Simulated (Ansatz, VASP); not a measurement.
## One calculation of ZnAu, two programs

```xyz
2
Lattice="3.1867 0.0000 0.0000 0.0000 3.1867 0.0000 0.0000 0.0000 3.1867" Properties=species:S:1:pos:R:3 pbc="T T T"
Zn    1.5933    1.5933    1.5933
Au    0.0000    0.0000    0.0000
```

Alike in both runs: functional PBE; k mesh 14 × 14 × 14; occupations gaussian, width 0.1 eV; no spin polarisation.

Ansatz relaxed the structure, and its values are those at the end. VASP's run is a single point on that final structure, the one shown.

|  | VASP | Ansatz |
| --- | --- | --- |
| version | VASP 6.6.1 | Ansatz 0.2.0 |
| potentials or method | VASP PAW PBE potentials, release 64 (Zn, Au), cutoff 520 eV | scalar-relativistic, plane waves, PAW |
| valence electrons in the cell | 23 | 31 |

```csv
,VASP,Ansatz,Ansatz less VASP
gap on the k mesh at the Fermi level (eV),none,none,-
pressure (GPa),0.1,0.0,-0.11
```

A gap of «none» marks a metal or a gap that the smearing closes. The functional is the same, so the differences come from potentials, cutoffs and numerics. VASP's potentials hold 23 valence electrons a cell and Ansatz's 31, so a difference there can come from the potentials and not from the codes.

Neither program's run includes spin-orbit coupling.
